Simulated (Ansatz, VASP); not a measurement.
Al2Pt: VASP beside Ansatz

INCAR

```
PREC = Accurate
ENCUT = 570
EDIFF = 1E-6
ISMEAR = -1
SIGMA = 0.05
LREAL = False
LASPH = True
NELM = 120
ALGO = Normal
ISIF = 2
LWAVE = False
LCHARG = True
LELF = True
LVHAR = True
NBANDS = 19
GGA_COMPAT = False
```

The input KPOINTS:

```
Automatic mesh
0
Gamma
  8 8 8
```

The input POSCAR:

```
Al2Pt
1.0
    0.0000000000      2.8946769513      2.8946769513
    2.8946769513      0.0000000000      2.8946769513
    2.8946769513      2.8946769513      0.0000000000
Pt Al
1 2
Direct
    0.0000000000      0.0000000000      0.0000000000
    0.7500000000      0.7500000000      0.7500000000
    0.2500000000      0.2500000000      0.2500000000
```

File input.yaml:

```yaml
crystal:
  lattice:
    - [0.0, 2.8946769513, 2.8946769513]
    - [2.8946769513, 0.0, 2.8946769513]
    - [2.8946769513, 2.8946769513, 0.0]
  atoms:
    - { symbol: Pt, position: [0.0, 0.0, 0.0] }
    - { symbol: Al, position: [0.75, 0.75, 0.75] }
    - { symbol: Al, position: [0.25, 0.25, 0.25] }
hamiltonian:
  xc: lda
  pseudopotentials: { kind: paw }
kpoints:
  mp_grid: { grid: [8, 8, 8] }
scf:
  occupations: { method: fermi_dirac, width: 0.05 }
output:
  forces: true
  stress: true
  eigenvalues: true
```

Alike in both runs: task single point; functional LDA; k mesh 8 × 8 × 8; occupations fermi-dirac, width 0.05 eV; no spin polarisation.

|  | VASP | Ansatz |
| --- | --- | --- |
| version | VASP 6.6.1 | Ansatz 0.2.0 |
| potentials or method | VASP PAW LDA potentials, release 64 (Pt_sv_GW, Al) | Ansatz PAW |
| plane-wave cutoff (eV) | 570 | 420 |
| valence electrons in the cell | 24 | 24 |

VASP gave:

| Property | Result |
| --- | --- |
| gap on the k mesh at the Fermi level (eV) | none |
| pressure (GPa) | 5.1 |

Which values does Ansatz return?

gap on the k mesh at the Fermi level (eV): none; pressure (GPa): 5.2.

LDA's correlation is that of Perdew and Zunger in VASP and of Perdew and Wang (1992) in Ansatz. A gap of «none» marks a metal or a gap that the smearing closes.

Neither program's run includes spin-orbit coupling.
